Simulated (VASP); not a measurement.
Input of a VASP 6.6.1 run:

File INCAR:

```
PREC = Accurate
ENCUT = 500
EDIFF = 1E-7
ISMEAR = 0
SIGMA = 0.2
LREAL = False
LASPH = True
NELM = 200
ALGO = Normal
ISIF = 3
LWAVE = False
LCHARG = False
GGA = PE
IBRION = 2
NSW = 36
EDIFFG = -0.08
GGA_COMPAT = False
NELMIN = 4
LMAXMIX = 6
```

KPOINTS

```
regular mesh
0
Gamma
  5 5 6
```

File POSCAR:

```
Dy2Ti
1.0
    4.9202380800      0.0000000000      0.0000000000
   -2.4601190400      4.2610511700      0.0000000000
    0.0000000000      0.0000000000      3.3411180900
Dy Ti
2 1
Direct
    0.3333333300      0.6666666700      0.0000000000
    0.6666666700      0.3333333300      0.0000000000
    0.0000000000      0.0000000000      0.5000000000
```

Potentials or basis: VASP PAW PBE potentials, release 64 (Dy_3, Ti_sv), 4f in core.

Run with:

```console
$ cat potpaw_PBE.64/Dy_3/POTCAR potpaw_PBE.64/Ti_sv/POTCAR > POTCAR
$ mpirun -np 1 vasp_std > vasp.out
```

(1) Estimate the relaxed volume.

(2) What does it give for the space group after relaxing (to 0.1 Å)?

(3) Estimate the relaxed cell.

(4) Estimate the band gap on the k mesh.

## Answers

(1) 25.70 Å³/atom.

(2) P6/mmm (No. 191).

(3) a = 5.262 Å, b = 5.262 Å, c = 3.216 Å, α = 90.00°, β = 90.00°, γ = 120.00°.

(4) zero (bands 15 and 16 overlap by 0.97 eV).

Caveat: spin-orbit coupling is left out, which moves the levels of the heavy elements; the 4f electrons are frozen in the core, so they carry no moment and show no levels.
